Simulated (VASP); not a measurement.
# Tc (P6_3/mmc) in VASP: further runs

Aim: see how the results for Tc move with the level of theory and the settings. Levels: LDA, r2SCAN. Tasks: single point.

All numbers are computed with VASP 6.6.1; they aren't measurements. Logs are shortened: lines on timing, memory, paths and dates and some standing lists are left out, and cuts for length are marked.

## 1. The cell of the first run

The structure is hexagonal, space group P6_3/mmc (No. 194). The conventional cell has a = 2.794 Å, b = 2.794 Å, c = 4.484 Å, α = 90.00°, β = 90.00°, γ = 120.00°. Within 3.6 Å of Tc (site symmetry -6m2) lie 12 Tc at 2.76 to 2.79 Å.

## 2. Single point, LDA

INCAR reads:

```
SYSTEM = Tc
  PREC = Accurate
  ENCUT = 520
  EDIFF = 1E-6
  ISMEAR = -1
  SIGMA = 0.05
  LREAL = .False.
  LASPH = .True.
  NELM = 60
  ALGO = Fast
  ISIF = 2
  LWAVE = .False.
  LCHARG = .False.
  NBANDS = 20
```

KPOINTS reads:

```
regular mesh
0
Gamma
  11 11 6
  0 0 0
```

POSCAR reads:

```
Tc
1.0
    2.7937391334      0.0000000000      0.0000000000
   -1.3968695667      2.4194490611      0.0000000000
    0.0000000000      0.0000000000      4.4842571930
Tc
2
Direct
    0.6666666667      0.3333333333      0.7500000000
    0.3333333333      0.6666666667      0.2500000000
```

Potentials or basis: VASP PAW LDA potentials, release 64 (Tc_pv).

The run is started by

```sh
cat potpaw_LDA.64/Tc_pv/POTCAR > POTCAR
mpirun -np 1 vasp_std > vasp.out
```

OUTCAR:

```text
SYSTEM = Tc
   PREC = Accurate
   ENCUT = 520
   EDIFF = 1E-6
   ISMEAR = -1
   LREAL = .False.
   LASPH = .True.
   NELM = 60
   ISIF = 2

 ion  position               nearest neighbor table
   1  0.667  0.333  0.750-   2 2.76   2 2.76   2 2.76   2 2.76   2 2.76   2 2.76
   2  0.333  0.667  0.250-   1 2.76   1 2.76   1 2.76   1 2.76   1 2.76   1 2.76

  LATTYP: Found a hexagonal cell.
 ALAT       =     2.7937391334
 C/A-ratio  =     1.6051094891

  Lattice vectors:

 A1 = (   2.7937391334,   0.0000000000,   0.0000000000)
 A2 = (  -1.3968695667,   2.4194490611,   0.0000000000)
 A3 = (   0.0000000000,   0.0000000000,   4.4842571930)

Analysis of symmetry for initial positions (statically):
=====================================================================
 Subroutine PRICEL returns:
 Original cell was already a primitive cell.

 Routine SETGRP: Setting up the symmetry group for a
 hexagonal supercell.

 Subroutine GETGRP returns: Found 24 space group operations
 (whereof 12 operations were pure point group operations)
 out of a pool of 24 trial point group operations.

The static configuration has the point symmetry D_3d.
 The point group associated with its full space group is D_6h.

Analysis of symmetry for dynamics (positions and initial velocities):
=====================================================================
 Subroutine PRICEL returns:
 Original cell was already a primitive cell.

 Routine SETGRP: Setting up the symmetry group for a
 hexagonal supercell.

 Subroutine GETGRP returns: Found 24 space group operations
 (whereof 12 operations were pure point group operations)
 out of a pool of 24 trial point group operations.

The dynamic configuration has the point symmetry D_3d.
 The point group associated with its full space group is D_6h.

 Subroutine INISYM returns: Found 24 space group operations
 (whereof 12 operations are pure point group operations),
 and found     1 'primitive' translations

----------------------------------------------------------------------------------------

                                     Primitive cell

  volume of cell :      30.3105

  direct lattice vectors                    reciprocal lattice vectors
     2.793739133  0.000000000  0.000000000     0.357943227  0.206658618  0.000000000
    -1.396869567  2.419449061  0.000000000     0.000000000  0.413317237  0.000000000
     0.000000000  0.000000000  4.484257193     0.000000000  0.000000000  0.223002374

  length of vectors
     2.793739133  2.793739133  4.484257193     0.413317237  0.413317237  0.223002374

  position of ions in fractional coordinates (direct lattice)
     0.666666667  0.333333333  0.750000000
     0.333333333  0.666666667  0.250000000

  ion indices of the primitive-cell ions
   primitive index   ion index
                 1           1
                 2           2

----------------------------------------------------------------------------------------

 KPOINTS: regular mesh

Automatic generation of k-mesh.
 Grid dimensions read from file:
 generate k-points for:   11   11    6

 Generating k-lattice:

  Cartesian coordinates                     Fractional coordinates (reciprocal lattice)
     0.032540293  0.018787147  0.000000000     0.090909091  0.000000000  0.000000000
     0.000000000  0.037574294  0.000000000     0.000000000  0.090909091  0.000000000
     0.000000000  0.000000000  0.037167062     0.000000000  0.000000000  0.166666667

  Length of vectors
     0.037574294  0.037574294  0.037167062

  Shift w.r.t. Gamma in fractional coordinates (k-lattice)
     0.000000000  0.000000000  0.000000000

 Subroutine IBZKPT returns following result:
 ===========================================

 Found     64 irreducible k-points:

 Following reciprocal coordinates:
            Coordinates               Weight
  0.000000  0.000000  0.000000      1.000000
  0.090909 -0.000000  0.000000      6.000000
  0.181818  0.000000  0.000000      6.000000
  0.272727 -0.000000  0.000000      6.000000
  0.363636 -0.000000  0.000000      6.000000
  0.454545 -0.000000  0.000000      6.000000
[... 16 lines left out ...]
  0.090909  0.090909  0.166667     12.000000
  0.181818  0.090909  0.166667     24.000000
 [... further k-points ...]
   k-points           NKPTS =     64   k-points in BZ     NKDIM =     64   number of bands    NBANDS=     20
   number of dos      NEDOS =    301   number of ions     NIONS =      2
   total plane-waves  NPLWV =  20736
   dimension x,y,z NGX =    24 NGY =   24 NGZ =   36
   dimension x,y,z NGXF=    48 NGYF=   48 NGZF=   72
   ions per type =               2
   NGX,Y,Z   is equivalent  to a cutoff of  14.28, 14.28, 13.35 a.u.
   NGXF,Y,Z  is equivalent  to a cutoff of  28.56, 28.56, 26.69 a.u.
 SYSTEM =  Tc
   PREC   = accura    normal or accurate (medium, high low for compatibility)
   ISTART =      0    job   : 0-new  1-cont  2-samecut
   ICHARG =      2    charge: 1-file 2-atom 10-const
   ISPIN  =      1    spin polarized calculation?
   LNONCOLLINEAR =      F non collinear calculations
   LSORBIT =      F    spin-orbit coupling
   LASPH  =      T    aspherical Exc in radial PAW
   ENCUT  =  520.0 eV  38.22 Ry    6.18 a.u.   5.19  5.19  8.34*2*pi/ulx,y,z
   NELM   =     60;   NELMIN=  2; NELMDL= -5     # of ELM steps
   EDIFF  = 0.1E-05   stopping-criterion for ELM
   LREAL  =      F    real-space projection
   EDIFFG = 0.1E-04   stopping-criterion for IOM
   NSW    =      0    number of steps for IOM
   IBRION =     -1    ionic relax: 0-MD 1-quasi-New 2-CG
   NFREE  =      0    steps in history (QN), initial steepest desc. (CG)
   ISIF   =      2    stress and relaxation
   ISYM   =      2    0-nonsym 1-usesym 2-fastsym
   POTIM  = 0.5000    time-step for ionic-motion
   TEBEG  =    0.0;   TEEND  =   0.0 temperature during run
   PSTRESS=    0.0 pullay stress
   NELECT =      26.0000    total number of electrons
   NUPDOWN=      -1.0000    fix difference up-down
   EMIN   =  10.00;   EMAX   =-10.00  energy-range for DOS
   EFERMI =   0.00;   METHOD = LEGACY
   ISMEAR =    -1;   SIGMA  =   0.05  broadening in eV -4-tet -1-fermi 0-gaus
   EFERMI_NEDOS =   21; number of points for ismear=-14 and -15
   IALGO  =     68    algorithm
   IMIX   =      4    mixing-type and parameters
     AMIX     =   0.40;   BMIX     =  1.00
     AMIX_MAG =   1.60;   BMIX_MAG =  1.00
  volume/ion in A,a.u.               =      15.16       102.27
  Fermi-wavevector in a.u.,A,eV,Ry     =   1.555494  2.939457 32.920133  2.419561
  Thomas-Fermi vector in A             =   2.659427
   LORBIT       =      0    0 simple, 1 ext, 2 COOP (PROOUT), +10 PAW based schemes
   GGA     = CA    functional components
   LHFCALC =     F    Hartree Fock is set to
   AEXX    =    0.0000 exact exchange contribution
   IVDW    =     0    specifies the selected vdW correction
   LEPSILON=     F    determine dielectric tensor
   LRPA    =     F    only Hartree local field effects (RPA)
 non-spin polarized calculation
 RMM-DIIS sequential band-by-band and
  energy-cutoff  :      520.00
  volume of cell :       30.31
 maximum number of plane-waves:       829
 NGX is ok and might be reduce to    24
   NGX = 11   NGY = 11   NGZ = 17

 number of electron      25.9999996 magnetization

 Free energy of the ion-electron system (eV)
  ---------------------------------------------------
  ext. energy  EPLUGINS =         0.00000000
  ---------------------------------------------------
  free energy    TOTEN  =       -23.23294196 eV

  energy without entropy =      -23.21474198  energy(sigma->0) =      -23.22384197

 E-fermi :  11.5261     XC(G=0): -13.6945

 val. band max:       11.5213230084   @ k =   0.0909   0.0909   0.0000
 cond. band min:      11.5471559919   @ k =   0.3636   0.2727   0.5000
 fundamental gap:      0.0258329835
 Fermi energy:        11.5260609384

 k-point     1 :       0.0000    0.0000    0.0000
  band No.  band energies     occupation
      1     -27.5911      2.00000
      2     -26.6664      2.00000
      3     -26.6664      2.00000
      4     -26.5083      2.00000
      5     -26.5083      2.00000
      6     -26.4705      2.00000
[... 12 lines left out ...]
     19      21.8102      0.00000
     20      25.8278      0.00000

 k-point     2 :       0.0909   -0.0000    0.0000
  band No.  band energies     occupation
      1     -27.5629      2.00000
      2     -26.7296      2.00000
      3     -26.6869      2.00000
      4     -26.5739      2.00000
      5     -26.5175      2.00000
      6     -26.4825      2.00000
[... 12 lines left out ...]
     19      21.7640      0.00000
     20      26.3673      0.00000

 k-point     3 :       0.1818    0.0000    0.0000
  band No.  band energies     occupation
      1     -27.4828      2.00000
      2     -26.8990      2.00000
      3     -26.7452      2.00000
      4     -26.7402      2.00000
      5     -26.5435      2.00000
      6     -26.5189      2.00000
[... 12 lines left out ...]
     19      21.5992      0.00000
     20      27.0460      0.00000

 k-point     4 :       0.2727   -0.0000    0.0000
  band No.  band energies     occupation
      1     -27.3644      2.00000
      2     -27.1204      2.00000
      3     -26.9605      2.00000
      4     -26.8069      2.00000
      5     -26.5799      2.00000
      6     -26.5797      2.00000
[... 12 lines left out ...]
     19      21.3655      0.00000
     20      24.9743      0.00000

 k-point     5 :       0.3636   -0.0000    0.0000
  band No.  band energies     occupation
      1     -27.3227      2.00000
      2     -27.2313      2.00000
      3     -27.1502      2.00000
      4     -26.8659      2.00000
      5     -26.6598      2.00000
      6     -26.6148      2.00000
[... 12 lines left out ...]
     19      21.7257      0.00000
     20      22.4170      0.00000
[... 353 lines left out ...]
      6     -26.6319      2.00000
[... 12 lines left out ...]
     19      22.5776      0.00000
     20      23.6187      0.00000

 k-point    22 :       0.4545   -0.0000    0.1667
  band No.  band energies     occupation
      1     -27.4876      2.00000
      2     -27.3162      2.00000
      3     -27.0386      2.00000
      4     -26.8828      2.00000
      5     -26.7149      2.00000
      6     -26.6540      2.00000
[... 12 lines left out ...]
     19      22.0349      0.00000
     20      23.1778      0.00000

 k-point    23 :       0.0909    0.0909    0.1667
  band No.  band energies     occupation
      1     -27.4534      2.00000
      2     -26.8135      2.00000
      3     -26.7697      2.00000
      4     -26.6885      2.00000
      5     -26.5573      2.00000
      6     -26.5357      2.00000
[... 12 lines left out ...]
     19      22.9214      0.00000
     20      26.7296      0.00000

 k-point    24 :       0.1818    0.0909    0.1667
  band No.  band energies     occupation
      1     -27.3836      2.00000
      2     -26.9841      2.00000
      3     -26.9369      2.00000
      4     -26.7652      2.00000
      5     -26.6057      2.00000
      6     -26.5687      2.00000
[... 12 lines left out ...]
     19      22.9772      0.00000
     20      26.4500      0.00000

 [... further k-points ...]
[... 5 lines left out ...]
  --------------------------------------------------------------------------------------
  -------------------------------------------------------------------------------------
  Total       -4.9724639     -4.9724639     -5.1172546      0.0000000      0.0000000      0.0000000
  in kB     -262.8387380   -262.8387380   -270.4922059      0.0000000      0.0000000      0.0000000
  external PRESSURE =    -265.3898939 kB  Pullay stress =       0.0000000 kB

 VOLUME and BASIS-vectors are now :
 -----------------------------------------------------------------------------
  energy-cutoff  :      520.00
  volume of cell :       30.31
      direct lattice vectors                 reciprocal lattice vectors
     2.793739133  0.000000000  0.000000000     0.357943227  0.206658618  0.000000000
    -1.396869567  2.419449061  0.000000000     0.000000000  0.413317237  0.000000000
     0.000000000  0.000000000  4.484257193     0.000000000  0.000000000  0.223002374

 POSITION                                       TOTAL-FORCE (eV/Angst)
 -----------------------------------------------------------------------------------
      1.39687      0.80648      3.36319         0.000000     -0.000000      0.000000
     -0.00000      1.61297      1.12106        -0.000000      0.000000      0.000000
 -----------------------------------------------------------------------------------
    total drift:                               -0.000000      0.000000     -0.000000

  FREE ENERGIE OF THE ION-ELECTRON SYSTEM (eV)
  ---------------------------------------------------
  free  energy   TOTEN  =       -23.2329419631 eV

  energy  without entropy=      -23.2147419761  energy(sigma->0) =      -23.22384197
```

Run time: 18 s. Hardware: 1 thread of Intel Xeon Platinum 8559C (Emerald Rapids), shared host; peak memory 0.15 GiB.

Results:

- Free energy: -23.2329 eV
- Pressure: -26.5 GPa
- Band gap on the k mesh: zero (band 13 reaches 12.86 eV, above the bottom of band 14 at 9.99 eV)

## 3. Single point, r2SCAN

This run uses another cell than the first one, of 13.44 Å³/atom, 0.887 times its volume.

POSCAR reads:

```
Tc
1.0
    2.6840659379      0.0000000000      0.0000000000
   -1.3420329689      2.3244692877      0.0000000000
    0.0000000000      0.0000000000      4.3082197061
Tc
2
Direct
    0.6666666667      0.3333333333      0.7500000000
    0.3333333333      0.6666666667      0.2500000000
```

INCAR.step1 reads:

```
PREC     = Accurate       # precision mode
ENCUT    = 520            # plane-wave cutoff, eV
ISMEAR   = -1             # smearing method
SIGMA    = 0.05           # smearing width, eV
LREAL    = F              # projectors in reciprocal space
LASPH    = T              # aspherical terms in the spheres
NELM     = 60             # most SCF steps
NBANDS   = 20             # bands
GGA      = PE             # functional
ALGO     = Normal         # electronic algorithm
EDIFF    = 1E-4           # SCF threshold, eV
LWAVE    = T              # write WAVECAR
LCHARG   = F              # write CHGCAR
```

INCAR.step2 reads:

```
PREC     = Accurate       # precision mode
ENCUT    = 520            # plane-wave cutoff, eV
EDIFF    = 1E-6           # SCF threshold, eV
ISMEAR   = -1             # smearing method
SIGMA    = 0.05           # smearing width, eV
LREAL    = F              # projectors in reciprocal space
LASPH    = T              # aspherical terms in the spheres
NELM     = 60             # most SCF steps
ALGO     = Normal         # electronic algorithm
ISIF     = 2              # what is computed and relaxed
LWAVE    = F              # write WAVECAR
LCHARG   = F              # write CHGCAR
METAGGA  = R2SCAN         # meta-GGA
LMIXTAU  = T            
NBANDS   = 20             # bands
ISTART   = 1
```

KPOINTS reads:

```
Automatic mesh
0
Gamma
  11 11 6
```

Potentials or basis: VASP PAW PBE potentials, release 64 (Tc_pv).

The run is started by

```sh
cat potpaw_PBE.64/Tc_pv/POTCAR > POTCAR
cp INCAR.step1 INCAR
mpirun -np 1 vasp_std > vasp.out
cp INCAR.step2 INCAR
mpirun -np 1 vasp_std > vasp.out
```

Run time: 58 s. Hardware: 1 thread of Intel Xeon Platinum 8559C (Emerald Rapids), shared host; peak memory 0.15 GiB.

It converged, with:

```yaml
Free_energy: -51.8436 eV
Pressure: 20.7 GPa
Band_gap_on_the_k_mesh: zero (band 13 reaches 15.31 eV, above the bottom of band 14 at 11.76 eV)
```

Stress tensor (GPa, compression positive):
```
20.47  0.00  0.00
 0.00 20.47  0.00
 0.00  0.00 21.02
```

Levels at points of the mesh, in eV from the Fermi level:
| k point | band 10 | band 11 | band 12 | band 13 | band 14 | band 15 | band 16 | band 17 |
| --- | --- | --- | --- | --- | --- | --- | --- | --- |
| (0.00, 0.00, 0.00) | -1.77 | -1.71 | -0.95 | -0.95 | -0.13 | -0.13 | 1.88 | 2.90 |
| (0.00, 0.00, 0.50) | -2.11 | -1.92 | -1.92 | -1.92 | -1.92 | 2.15 | 2.15 | 2.15 |

Caveat: the PAW data sets were made with another functional, which shifts forces and pressure a little.

## 4. Single point, r2SCAN

This run uses another cell than the first one, of 13.73 Å³/atom, 0.906 times its volume.

POSCAR reads:

```
Tc
1.0
    2.7029684335      0.0000000000      0.0000000000
   -1.3514842167      2.3408393290      0.0000000000
    0.0000000000      0.0000000000      4.3385602812
Tc
2
Direct
    0.6666666667      0.3333333333      0.7500000000
    0.3333333333      0.6666666667      0.2500000000
```

INCAR.step1 reads:

```
PREC = Accurate
ENCUT = 520
ISMEAR = -1
SIGMA = 0.05
LREAL = F
LASPH = T
NELM = 100
NBANDS = 20
GGA = PE
ALGO = Normal
EDIFF = 1E-4
LWAVE = T
LCHARG = F
```

INCAR.step2 reads:

```
PREC = Accurate
ENCUT = 520
EDIFF = 1E-7
ISMEAR = -1
SIGMA = 0.05
LREAL = F
LASPH = T
NELM = 100
ALGO = Normal
ISIF = 2
LWAVE = F
LCHARG = F
METAGGA = R2SCAN
LMIXTAU = T
NBANDS = 20
ISTART = 1
```

KPOINTS is that of step 3.

The run is started by

```sh
cat potpaw_PBE.64/Tc_pv/POTCAR > POTCAR
cp INCAR.step1 INCAR
mpirun -np 1 vasp_std > vasp.out
cp INCAR.step2 INCAR
mpirun -np 1 vasp_std > vasp.out
```

It took 80 s on 1 thread of Intel Xeon Platinum 8559C (Emerald Rapids), shared host; peak memory 0.16 GiB.

It converged, with:

| Quantity | Value |
| --- | --- |
| Free energy | -51.9035 eV |
| Pressure | 12.4 GPa |
| Band gap on the k mesh | zero (band 13 reaches 14.89 eV, above the bottom of band 14 at 11.44 eV) |

Stress tensor (GPa, compression positive):
```
12.20  0.00  0.00
 0.00 12.20  0.00
 0.00  0.00 12.78
```

Levels at points of the mesh, in eV from the Fermi level:
| k point | band 10 | band 11 | band 12 | band 13 | band 14 | band 15 | band 16 | band 17 |
| --- | --- | --- | --- | --- | --- | --- | --- | --- |
| (0.00, 0.00, 0.00) | -1.71 | -1.65 | -0.91 | -0.91 | -0.11 | -0.11 | 1.80 | 2.83 |
| (0.00, 0.00, 0.50) | -2.07 | -1.85 | -1.85 | -1.85 | -1.85 | 2.09 | 2.09 | 2.09 |

Caveat: the PAW data sets were made with another functional, which shifts forces and pressure a little.

## 5. The runs side by side

```csv
level,potentials or basis,cell,gap on the mesh (eV),pressure (GPa)
LDA,"VASP PAW LDA potentials, release 64 (Tc_pv)","a = 2.794, b = 2.794, c = 4.484 Å, angles 90.0, 90.0, 120.0°, 2 atoms",none,-26.5
r2SCAN,"VASP PAW PBE potentials, release 64 (Tc_pv)","a = 2.684, b = 2.684, c = 4.308 Å, angles 90.0, 90.0, 120.0°, 2 atoms",none,20.7
r2SCAN,"VASP PAW PBE potentials, release 64 (Tc_pv)","a = 2.703, b = 2.703, c = 4.339 Å, angles 90.0, 90.0, 120.0°, 2 atoms",none,12.4
```

Alike in all rows: task single point; no spin polarisation; k mesh 11 × 11 × 6; cutoff (eV) 520; smearing fermi-dirac 0.05 eV.

Caveats: the PAW data sets were made with another functional, which shifts forces and pressure a little (some runs).

Absolute energies hang on the potentials; compare differences alone.
